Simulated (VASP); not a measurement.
# Te2Mo (single layer cut from the bulk crystal) in VASP: single point with PBE

Aim: the single point of Te2Mo (single layer cut from the bulk crystal) with PBE.

Program: VASP 6.6.1. These are calculated values, not measurements. Logs are shortened: lines on timing, memory, paths and dates and some standing lists are left out, and cuts for length are marked.

## Step 1: The cell of the first run

The cell holds a slab with vacuum, 3 atoms: a = 3.561 Å, b = 3.561 Å, c = 16.581 Å, α = 90.00°, β = 90.00°, γ = 120.00°.

## Step 2: Single point, PBE

Input file INCAR:

```
SYSTEM = Te2Mo
  PREC = Accurate
  ENCUT = 520
  EDIFF = 1E-7
  ISMEAR = 0
  SIGMA = 0.05
  LREAL = .FALSE.
  LASPH = .TRUE.
  NELM = 80
  ALGO = Normal
  ISIF = 2
  LWAVE = .FALSE.
  LCHARG = .FALSE.
  GGA = PE
  NBANDS = 20
```

Input file KPOINTS:

```
Automatic mesh
0
G
  24 24 1
  0 0 0
```

Input file POSCAR:

```
Te2Mo
1.0
    3.5613832000      0.0000000000      0.0000000000
   -1.7806916000      3.0842483200      0.0000000000
    0.0000000000      0.0000000000     16.5814058500
Te Mo
2 1
Direct
    0.3333333300      0.6666666700      0.3921035300
    0.3333333300      0.6666666700      0.6078964700
    0.0000000000      0.0000000000      0.5000000000
```

Potentials or basis: VASP PAW PBE potentials, release 64 (Te, Mo_sv).

Started as:

```
$ cat potpaw_PBE.64/Te/POTCAR potpaw_PBE.64/Mo_sv/POTCAR > POTCAR
$ mpirun -np 1 vasp_std > vasp.out
```

OUTCAR:

```text
SYSTEM = Te2Mo
   PREC = Accurate
   ENCUT = 520
   EDIFF = 1E-7
   ISMEAR = 0
   LREAL = .FALSE.
   LASPH = .TRUE.
   NELM = 80
   ISIF = 2
   GGA = PE

 ion  position               nearest neighbor table
   1  0.333  0.667  0.392-   3 2.73   3 2.73   3 2.73   2 3.58
   2  0.333  0.667  0.608-   3 2.73   3 2.73   3 2.73   1 3.58
   3  0.000  0.000  0.500-   1 2.73   2 2.73   1 2.73   2 2.73   1 2.73   2 2.73

  LATTYP: Found a hexagonal cell.
 ALAT       =     3.5613832000
 C/A-ratio  =     4.6558892764

  Lattice vectors:

 A1 = (   3.5613832000,   0.0000000000,   0.0000000000)
 A2 = (  -1.7806916000,   3.0842483200,   0.0000000000)
 A3 = (   0.0000000000,   0.0000000000,  16.5814058500)

Analysis of symmetry for initial positions (statically):
=====================================================================
 Subroutine PRICEL returns:
 Original cell was already a primitive cell.

 Routine SETGRP: Setting up the symmetry group for a
 hexagonal supercell.

 Subroutine GETGRP returns: Found 12 space group operations
 (whereof 12 operations were pure point group operations)
 out of a pool of 24 trial point group operations.

The static configuration has the point symmetry D_3h.

Analysis of symmetry for dynamics (positions and initial velocities):
=====================================================================
 Subroutine PRICEL returns:
 Original cell was already a primitive cell.

 Routine SETGRP: Setting up the symmetry group for a
 hexagonal supercell.

 Subroutine GETGRP returns: Found 12 space group operations
 (whereof 12 operations were pure point group operations)
 out of a pool of 24 trial point group operations.

The dynamic configuration has the point symmetry D_3h.

 Subroutine INISYM returns: Found 12 space group operations
 (whereof 12 operations are pure point group operations),
 and found     1 'primitive' translations

----------------------------------------------------------------------------------------

                                     Primitive cell

  volume of cell :     182.1333

  direct lattice vectors                    reciprocal lattice vectors
     3.561383200  0.000000000  0.000000000     0.280789779  0.162114054  0.000000000
    -1.780691600  3.084248320  0.000000000     0.000000000  0.324228109  0.000000000
     0.000000000  0.000000000 16.581405850     0.000000000  0.000000000  0.060308517

  length of vectors
     3.561383200  3.561383197 16.581405850     0.324228109  0.324228109  0.060308517

  position of ions in fractional coordinates (direct lattice)
     0.333333330  0.666666670  0.392103530
     0.333333330  0.666666670  0.607896470
     0.000000000  0.000000000  0.500000000

  ion indices of the primitive-cell ions
   primitive index   ion index
                 1           1
                 2           2
                 3           3

----------------------------------------------------------------------------------------

 KPOINTS: Automatic mesh

Automatic generation of k-mesh.
 Grid dimensions read from file:
 generate k-points for:   24   24    1

 Generating k-lattice:

  Cartesian coordinates                     Fractional coordinates (reciprocal lattice)
     0.011699574  0.006754752  0.000000000     0.041666667 -0.000000000  0.000000000
     0.000000000  0.013509505  0.000000000     0.000000000  0.041666667  0.000000000
     0.000000000  0.000000000  0.060308517     0.000000000  0.000000000  1.000000000

  Length of vectors
     0.013509505  0.013509505  0.060308517

  Shift w.r.t. Gamma in fractional coordinates (k-lattice)
     0.000000000  0.000000000  0.000000000

 Subroutine IBZKPT returns following result:
 ===========================================

 Found     61 irreducible k-points:

 Following reciprocal coordinates:
            Coordinates               Weight
  0.000000  0.000000  0.000000      1.000000
  0.041667  0.000000  0.000000      6.000000
  0.083333 -0.000000  0.000000      6.000000
  0.125000 -0.000000  0.000000      6.000000
  0.166667 -0.000000  0.000000      6.000000
  0.208333 -0.000000  0.000000      6.000000
[... 16 lines left out ...]
  0.416667  0.041667  0.000000     12.000000
  0.458333  0.041667  0.000000     12.000000
 [... further k-points ...]
   k-points           NKPTS =     61   k-points in BZ     NKDIM =     61   number of bands    NBANDS=     20
   number of dos      NEDOS =    301   number of ions     NIONS =      3
   total plane-waves  NPLWV =  98784
   dimension x,y,z NGX =    28 NGY =   28 NGZ =  126
   dimension x,y,z NGXF=    56 NGYF=   56 NGZF=  252
   ions per type =               2   1
   NGX,Y,Z   is equivalent  to a cutoff of  13.07, 13.07, 12.63 a.u.
   NGXF,Y,Z  is equivalent  to a cutoff of  26.14, 26.14, 25.27 a.u.
 SYSTEM =  Te2Mo
   PREC   = accura    normal or accurate (medium, high low for compatibility)
   ISTART =      0    job   : 0-new  1-cont  2-samecut
   ICHARG =      2    charge: 1-file 2-atom 10-const
   ISPIN  =      1    spin polarized calculation?
   LNONCOLLINEAR =      F non collinear calculations
   LSORBIT =      F    spin-orbit coupling
   LASPH  =      T    aspherical Exc in radial PAW
   ENCUT  =  520.0 eV  38.22 Ry    6.18 a.u.   6.62  6.62 30.83*2*pi/ulx,y,z
   NELM   =     80;   NELMIN=  2; NELMDL= -5     # of ELM steps
   EDIFF  = 0.1E-06   stopping-criterion for ELM
   LREAL  =      F    real-space projection
   EDIFFG = 0.1E-05   stopping-criterion for IOM
   NSW    =      0    number of steps for IOM
   IBRION =     -1    ionic relax: 0-MD 1-quasi-New 2-CG
   NFREE  =      0    steps in history (QN), initial steepest desc. (CG)
   ISIF   =      2    stress and relaxation
   ISYM   =      2    0-nonsym 1-usesym 2-fastsym
   POTIM  = 0.5000    time-step for ionic-motion
   TEBEG  =    0.0;   TEEND  =   0.0 temperature during run
   PSTRESS=    0.0 pullay stress
   NELECT =      26.0000    total number of electrons
   NUPDOWN=      -1.0000    fix difference up-down
   EMIN   =  10.00;   EMAX   =-10.00  energy-range for DOS
   EFERMI =   0.00;   METHOD = LEGACY
   ISMEAR =     0;   SIGMA  =   0.05  broadening in eV -4-tet -1-fermi 0-gaus
   EFERMI_NEDOS =   21; number of points for ismear=-14 and -15
   IALGO  =     38    algorithm
   IMIX   =      4    mixing-type and parameters
     AMIX     =   0.40;   BMIX     =  1.00
     AMIX_MAG =   1.60;   BMIX_MAG =  1.00
  volume/ion in A,a.u.               =      60.71       409.70
  Fermi-wavevector in a.u.,A,eV,Ry     =   0.855597  1.616845  9.960104  0.732047
  Thomas-Fermi vector in A             =   1.972371
   LORBIT       =      0    0 simple, 1 ext, 2 COOP (PROOUT), +10 PAW based schemes
   GGA     = PE    functional components
   LHFCALC =     F    Hartree Fock is set to
   AEXX    =    0.0000 exact exchange contribution
   IVDW    =     0    specifies the selected vdW correction
   LEPSILON=     F    determine dielectric tensor
   LRPA    =     F    only Hartree local field effects (RPA)
 non-spin polarized calculation
 Gauss-broadening in eV      SIGMA  =   0.05
  energy-cutoff  :      520.00
  volume of cell :      182.13
 maximum number of plane-waves:      4969
 NGX is ok and might be reduce to    28
   NGX = 13   NGY = 13   NGZ = 61

 number of electron      25.9999998 magnetization

 Free energy of the ion-electron system (eV)
  ---------------------------------------------------
  ext. energy  EPLUGINS =         0.00000000
  ---------------------------------------------------
  free energy    TOTEN  =       -18.02051866 eV

  energy without entropy =      -18.02051866  energy(sigma->0) =      -18.02051866

 E-fermi :   0.7092     XC(G=0):  -4.9980

 val. band max:        0.3810280582   @ k =   0.3333   0.3333   0.0000
 cond. band min:       1.4262945911   @ k =   0.3333   0.3333   0.0000
 fundamental gap:      1.0452665329
 Fermi energy:         0.7092312688

 k-point     1 :       0.0000    0.0000    0.0000
  band No.  band energies     occupation
      1     -60.2852      2.00000
      2     -34.4291      2.00000
      3     -34.3368      2.00000
      4     -34.3368      2.00000
      5     -12.1511      2.00000
      6     -11.1663      2.00000
[... 12 lines left out ...]
     19       5.1074      0.00000
     20       6.0351      0.00000

 k-point     2 :       0.0417    0.0000    0.0000
  band No.  band energies     occupation
      1     -60.2851      2.00000
      2     -34.4286      2.00000
      3     -34.3387      2.00000
      4     -34.3372      2.00000
      5     -12.1277      2.00000
      6     -11.1503      2.00000
[... 12 lines left out ...]
     19       5.1370      0.00000
     20       6.1080      0.00000

 k-point     3 :       0.0833   -0.0000    0.0000
  band No.  band energies     occupation
      1     -60.2846      2.00000
      2     -34.4274      2.00000
      3     -34.3445      2.00000
      4     -34.3386      2.00000
      5     -12.0581      2.00000
      6     -11.1027      2.00000
[... 12 lines left out ...]
     19       5.2235      0.00000
     20       6.2597      0.00000

 k-point     4 :       0.1250   -0.0000    0.0000
  band No.  band energies     occupation
      1     -60.2840      2.00000
      2     -34.4253      2.00000
      3     -34.3536      2.00000
      4     -34.3407      2.00000
      5     -11.9438      2.00000
      6     -11.0248      2.00000
[... 12 lines left out ...]
     19       5.3634      0.00000
     20       6.4180      0.00000

 k-point     5 :       0.1667   -0.0000    0.0000
  band No.  band energies     occupation
      1     -60.2831      2.00000
      2     -34.4227      2.00000
      3     -34.3655      2.00000
      4     -34.3435      2.00000
      5     -11.7881      2.00000
      6     -10.9188      2.00000
[... 12 lines left out ...]
     19       5.5532      0.00000
     20       6.5781      0.00000
[... 353 lines left out ...]
      6     -10.2215      2.00000
[... 12 lines left out ...]
     19       6.3053      0.00000
     20       6.5879      0.00000

 k-point    22 :       0.3750    0.0417    0.0000
  band No.  band energies     occupation
      1     -60.2778      2.00000
      2     -34.4386      2.00000
      3     -34.4061      2.00000
      4     -34.3618      2.00000
      5     -10.5183      2.00000
      6     -10.0784      2.00000
[... 12 lines left out ...]
     19       6.5609      0.00000
     20       6.5801      0.00000

 k-point    23 :       0.4167    0.0417    0.0000
  band No.  band energies     occupation
      1     -60.2772      2.00000
      2     -34.4459      2.00000
      3     -34.4044      2.00000
      4     -34.3636      2.00000
      5     -10.3439      2.00000
      6      -9.9696      2.00000
[... 12 lines left out ...]
     19       6.5431      0.00000
     20       6.8481      0.00000

 k-point    24 :       0.4583    0.0417    0.0000
  band No.  band energies     occupation
      1     -60.2769      2.00000
      2     -34.4496      2.00000
      3     -34.4036      2.00000
      4     -34.3645      2.00000
      5     -10.2473      2.00000
      6      -9.9104      2.00000
[... 12 lines left out ...]
     19       6.5632      0.00000
     20       7.0240      0.00000

 [... further k-points ...]
[... 5 lines left out ...]
  --------------------------------------------------------------------------------------
  -------------------------------------------------------------------------------------
  Total        0.1624461      0.1624461      0.8405230      0.0000000      0.0000000      0.0000000
  in kB        1.4289939      1.4289939      7.3938524      0.0000000      0.0000000      0.0000000
  external PRESSURE =       3.4172800 kB  Pullay stress =       0.0000000 kB

 VOLUME and BASIS-vectors are now :
 -----------------------------------------------------------------------------
  energy-cutoff  :      520.00
  volume of cell :      182.13
      direct lattice vectors                 reciprocal lattice vectors
     3.561383200  0.000000000  0.000000000     0.280789779  0.162114054  0.000000000
    -1.780691600  3.084248320  0.000000000     0.000000000  0.324228109  0.000000000
     0.000000000  0.000000000 16.581405850     0.000000000  0.000000000  0.060308517

 POSITION                                       TOTAL-FORCE (eV/Angst)
 -----------------------------------------------------------------------------------
     -0.00000      2.05617      6.50163         0.000000      0.000000     -0.238100
     -0.00000      2.05617     10.07978         0.000000     -0.000000      0.238100
      0.00000      0.00000      8.29070        -0.000000      0.000000      0.000000
 -----------------------------------------------------------------------------------
    total drift:                                0.000009     -0.000005     -0.000000

  FREE ENERGIE OF THE ION-ELECTRON SYSTEM (eV)
  ---------------------------------------------------
  free  energy   TOTEN  =       -18.0205186582 eV

  energy  without entropy=      -18.0205186582  energy(sigma->0) =      -18.02051866
```

It took 4.4 min on 1 thread of AMD EPYC 7R13 (Zen 3), shared host; peak memory 0.41 GiB.

Results:

- Free energy: -18.0205 eV
- Largest force: 0.238 eV/Å
- Band gap on the k mesh: 1.05 eV, direct

Forces on the atoms (eV/Å):
```
Te   0.000  0.000 -0.238
Te   0.000  0.000  0.238
Mo   0.000  0.000  0.000
```

Caveat: spin-orbit coupling is left out, which moves the levels of the heavy elements.
